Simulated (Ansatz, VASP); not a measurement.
# One calculation of AlN, two programs

Contents of INCAR:

```
SYSTEM = AlN
ALGO = Normal
EDIFF = 1E-6
ENCUT = 520
GGA = PS
ISIF = 2
ISMEAR = 0
LASPH = .TRUE.
LCHARG = .FALSE.
LREAL = .FALSE.
LWAVE = .FALSE.
NBANDS = 11
NELM = 60
PREC = Accurate
SIGMA = 0.05
```

Contents of KPOINTS:

```
k-points
0
G
  10 10 10
  0 0 0
```

File POSCAR:

```
AlN
1.0
    0.0000000000      2.0345180000      2.0752083600
    2.0345180000      0.0000000000      2.0752083600
    2.0345180000      2.0345180000      0.0000000000
Al N
1 1
Direct
    0.5000000000      0.5000000000      0.5000000000
    0.0000000000      0.0000000000      0.0000000000
```

Input for Ansatz:

```yaml
crystal:
  lattice:
    - [0.0, 2.034518, 2.07520836]
    - [2.034518, 0.0, 2.07520836]
    - [2.034518, 2.034518, 0.0]
  atoms:
    - { symbol: Al, position: [0.5, 0.5, 0.5] }
    - { symbol: "N", position: [0.0, 0.0, 0.0] }
basis:
  ecutwfc: 420
kpoints:
  mp_grid: { grid: [10, 10, 10] }
hamiltonian:
  xc: pbesol
scf:
  occupations: { method: gaussian, width: 0.05 }
output:
  forces: true
  stress: true
  eigenvalues: true
```

Change from the starting cell: strain +0.0200 x Voigt [0, 0, 1, 0, 0, 0], atoms carried along.

Alike in both runs: task single point; functional PBEsol; k mesh 10 × 10 × 10; occupations gaussian, width 0.05 eV; no spin polarisation.

|  | VASP | Ansatz |
| --- | --- | --- |
| version | VASP 6.6.1 | Ansatz 0.2.0 |
| potentials or method | VASP PAW PBE potentials, release 64 (Al, N), cutoff 520 eV | scalar-relativistic, plane waves, PAW |
| valence electrons in the cell | 8 | 8 |

```csv
,VASP,Ansatz,Ansatz less VASP
gap on the k mesh at the Fermi level (eV),4.04,4.05,+0.004
least direct gap on the mesh (eV),5.02,5.01,-0.018
pressure (GPa),-9.0,-9.0,+0.09
"traceless stress, the component that is largest in VASP (GPa)",-2.88,-2.86,+0.014
```

VASP's potentials were made for PBE, not for PBEsol. With one functional, cell and mesh, what is left measures potentials, basis and numerics.
